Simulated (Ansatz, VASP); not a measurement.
Two plane-wave programs on BaAs7

```
Ba As
1.0
     0.00000    4.46508    4.46508
     4.46508    0.00000    4.46508
     4.46508    4.46508    0.00000
Ba As
1 7
Direct
  0.00000 0.00000 0.00000
  0.50000 0.50000 0.50000
  0.50000 0.00000 0.00000
  0.50000 0.00000 0.50000
  0.00000 0.50000 0.50000
  0.00000 0.50000 0.00000
  0.50000 0.50000 0.00000
  0.00000 0.00000 0.50000
```

Change from the starting cell: species swapped into the CuPt7 type (Fm-3m, No. 225).

Alike in both runs: functional PBE; k mesh 4 × 4 × 4; occupations gaussian, width 0.1 eV; no spin polarisation.

Ansatz relaxed the structure, and its values are those at the end. VASP's run is a single point on that final structure, the one shown.

|  | VASP | Ansatz |
| --- | --- | --- |
| version | VASP 6.6.1 | Ansatz 0.2.0 |
| potentials or method | VASP PAW PBE potentials, release 64 (Ba_sv, As), cutoff 520 eV | scalar-relativistic, plane waves, PAW |
| valence electrons in the cell | 45 | 115 |

VASP gave:

- gap on the k mesh at the Fermi level (eV): none
- pressure (GPa): 0.3

Problem. Estimate Ansatz's values.

Solution. gap on the k mesh at the Fermi level (eV): none; pressure (GPa): -0.2.

A gap of «none» marks a metal or a gap that the smearing closes. The functional is the same, so the differences come from potentials, cutoffs and numerics. VASP's potentials hold 45 valence electrons a cell and Ansatz's 115, so a difference there can come from the potentials and not from the codes.

Spin-orbit coupling is off throughout.
